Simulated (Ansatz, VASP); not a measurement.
Two plane-wave programs on MgS

```xyz
4
Lattice="4.0286 0.0000 0.0000 -2.0143 3.4889 0.0000 0.0000 0.0000 6.4544" Properties=species:S:1:pos:R:3 pbc="T T T"
Mg    0.0000    2.3259   -0.0185
Mg    2.0143    1.1630    3.2087
S     0.0000    2.3259    2.4389
S     2.0143    1.1630    5.6661
```

Alike in both runs: task single point; functional r2SCAN; k mesh 12 × 12 × 4; no spin polarisation.

|  | VASP | Ansatz |
| --- | --- | --- |
| version | VASP 6.6.1 | Ansatz 0.2.0 |
| potentials or method | VASP PAW PBE potentials, release 64 (Mg, S) | plane waves, PAW |
| plane-wave cutoff (eV) | 520 | 500 |
| occupations | gaussian, width 0.01 eV | fixed |
| valence electrons in the cell | 16 | 32 |

```tsv
	VASP	Ansatz	Ansatz less VASP
gap on the k mesh at the Fermi level (eV)	4.13	4.15	+0.013
pressure (GPa)	-0.3	0.0	+0.29
```

VASP's potentials were made for PBE, not for r2SCAN. VASP's potentials hold 16 valence electrons a cell and Ansatz's 32, so a difference there can come from the potentials and not from the codes.
